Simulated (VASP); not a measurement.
# Nb (Fm-3m) in VASP: notebook, part 2 of 2

VASP 6.6.1. The steps go on from the part before.

### 4 Single point, PBEsol (volume scaled by 1.12)

Contents of INCAR:

```
SYSTEM = Nb
ALGO = Normal ; EDIFF = 1E-6
ENCUT = 520 ; GGA = PS
ISIF = 2 ; ISMEAR = -1
LASPH = .TRUE. ; LCHARG = .FALSE.
LREAL = .FALSE. ; LWAVE = .FALSE.
NBANDS = 12 ; NELM = 60
PREC = Accurate ; SIGMA = 0.1
```

Contents of KPOINTS:

```
k-points
0
G
  15 15 15
  0 0 0
```

Contents of POSCAR:

```
Nb
1.0
    0.0000000000      2.1668935802      2.1668935802
    2.1668935802      0.0000000000      2.1668935802
    2.1668935802      2.1668935802      0.0000000000
Nb
1
Direct
    0.0000000000      0.0000000000      0.0000000000
```

Potentials or basis: VASP PAW PBE potentials, release 64 (Nb_sv).

Run with:

```bash
> cat potpaw_PBE.64/Nb_sv/POTCAR > POTCAR
> mpirun -np 1 vasp_std > vasp.out
```

OUTCAR:

```text
SYSTEM = Nb
   EDIFF = 1E-6
   ENCUT = 520
   GGA = PS
   ISIF = 2
   ISMEAR = -1
   LASPH = .TRUE.
   LREAL = .FALSE.
   NELM = 60
   PREC = Accurate

 ion  position               nearest neighbor table
   1  0.000  0.000  0.000-

  LATTYP: Found a face centered cubic cell.
 ALAT       =     4.3337871604

  Lattice vectors:

 A1 = (   0.0000000000,   2.1668935802,   2.1668935802)
 A2 = (   2.1668935802,   0.0000000000,   2.1668935802)
 A3 = (   2.1668935802,   2.1668935802,   0.0000000000)

Analysis of symmetry for initial positions (statically):
=====================================================================
 Subroutine PRICEL returns:
 Original cell was already a primitive cell.

 Routine SETGRP: Setting up the symmetry group for a
 face centered cubic supercell.

 Subroutine GETGRP returns: Found 48 space group operations
 (whereof 48 operations were pure point group operations)
 out of a pool of 48 trial point group operations.

The static configuration has the point symmetry O_h .

Analysis of symmetry for dynamics (positions and initial velocities):
=====================================================================
 Subroutine PRICEL returns:
 Original cell was already a primitive cell.

 Routine SETGRP: Setting up the symmetry group for a
 face centered cubic supercell.

 Subroutine GETGRP returns: Found 48 space group operations
 (whereof 48 operations were pure point group operations)
 out of a pool of 48 trial point group operations.

The dynamic configuration has the point symmetry O_h .

 Subroutine INISYM returns: Found 48 space group operations
 (whereof 48 operations are pure point group operations),
 and found     1 'primitive' translations

----------------------------------------------------------------------------------------

                                     Primitive cell

[... 112 lines left out ...]
   LORBIT       =      0    0 simple, 1 ext, 2 COOP (PROOUT), +10 PAW based schemes
   GGA     = PS    functional components
   LHFCALC =     F    Hartree Fock is set to
   AEXX    =    0.0000 exact exchange contribution
   IVDW    =     0    specifies the selected vdW correction
   LEPSILON=     F    determine dielectric tensor
   LRPA    =     F    only Hartree local field effects (RPA)
 non-spin polarized calculation
  energy-cutoff  :      520.00
  volume of cell :       20.35
 maximum number of plane-waves:       560
   NGX = 11   NGY = 11   NGZ = 11

 number of electron      13.0000000 magnetization

 Free energy of the ion-electron system (eV)
  ---------------------------------------------------
  ext. energy  EPLUGINS =         0.00000000
  ---------------------------------------------------
  free energy    TOTEN  =       -10.50609456 eV

  energy without entropy =      -10.45239643  energy(sigma->0) =      -10.47924549

 E-fermi :   9.7571     XC(G=0): -12.0121

 val. band max:        9.7448491259   @ k =   0.4667   0.0000   0.0000
 cond. band min:       9.7645665064   @ k =  -0.4000   0.4000   0.1333
 fundamental gap:      0.0197173804
 Fermi energy:         9.7570613230

 k-point     1 :       0.0000    0.0000    0.0000
  band No.  band energies     occupation
      1     -45.0515      2.00000
      2     -20.5890      2.00000
      3     -20.5890      2.00000
      4     -20.5890      2.00000
      5       3.7122      2.00000
      6       9.8948      0.40284
      7       9.8948      0.40284
      8       9.8948      0.40284
      9      12.2053      0.00000
     10      12.2053      0.00000
     11      21.4765      0.00000
     12      25.8673      0.00000
[... 331 lines left out ...]
 k-point    24 :       0.2000    0.1333    0.0000
  band No.  band energies     occupation
      1     -45.0028      2.00000
      2     -20.8548      2.00000
      3     -20.6727      2.00000
      4     -20.6651      2.00000
      5       4.9634      2.00000
      6       8.8891      1.99966
      7      10.4891      0.00132
      8      10.5942      0.00046
      9      11.2144      0.00000
     10      12.5804      0.00000
     11      23.7879      0.00000
     12      24.1516      0.00000

 [... further k-points ...]

------------------------ aborting loop because EDIFF is reached ----------------------------------------

  FORCE on cell =-STRESS in cart. coord.  units (eV):
  Direction    XX          YY          ZZ          XY          YZ          ZX
  --------------------------------------------------------------------------------------
  -------------------------------------------------------------------------------------
  Total       -2.0866779     -2.0866779     -2.0866779     -0.0000000     -0.0000000     -0.0000000
  in kB     -164.2945892   -164.2945892   -164.2945892     -0.0000000     -0.0000000     -0.0000000
  external PRESSURE =    -164.2945892 kB  Pullay stress =       0.0000000 kB

 VOLUME and BASIS-vectors are now :
 -----------------------------------------------------------------------------
  energy-cutoff  :      520.00
  volume of cell :       20.35
      direct lattice vectors                 reciprocal lattice vectors
     0.000000000  2.166893580  2.166893580    -0.230745065  0.230745065  0.230745065
     2.166893580  0.000000000  2.166893580     0.230745065 -0.230745065  0.230745065
     2.166893580  2.166893580  0.000000000     0.230745065  0.230745065 -0.230745065

 POSITION                                       TOTAL-FORCE (eV/Angst)
 -----------------------------------------------------------------------------------
      0.00000      0.00000      0.00000         0.000000      0.000000      0.000000
 -----------------------------------------------------------------------------------
    total drift:                               -0.000000     -0.000000     -0.000000

  FREE ENERGIE OF THE ION-ELECTRON SYSTEM (eV)
  ---------------------------------------------------
  free  energy   TOTEN  =       -10.5060945606 eV

  energy  without entropy=      -10.4523964285  energy(sigma->0) =      -10.47924549
```

It took 27 s on 1 thread of AMD EPYC 7R43 (Zen 3), shared host; peak memory 0.12 GiB.

Results:

- Free energy: -10.5061 eV
- Pressure: -16.4 GPa

Levels at points of the mesh, in eV from the Fermi level:
```
           k point  band 4  band 5  band 6  band 7  band 8  band 9
(0.00, 0.00, 0.00)  -30.35   -6.04    0.14    0.14    0.14    2.45
```

Caveat: the PAW data sets were made with another functional, which shifts forces and pressure a little.

### 5 Overview

```csv
cell,gap on the mesh (eV),pressure (GPa)
"a = 2.951 Å, angles 60.0°, 1 atom",none,-0.6
"a = 2.990 Å, angles 60.0°, 1 atom",none,-6.9
"a = 3.064 Å, angles 60.0°, 1 atom",none,-16.4
```

Alike in all rows: task single point; level PBEsol; potentials or basis VASP PAW PBE potentials, release 64 (Nb_sv); no spin polarisation; k mesh 15 × 15 × 15; cutoff (eV) 520; smearing fermi-dirac 0.1 eV.

Caveats: the PAW data sets were made with another functional, which shifts forces and pressure a little.

Total energies depend on the potentials used, so only differences within one code and one set of settings carry meaning.
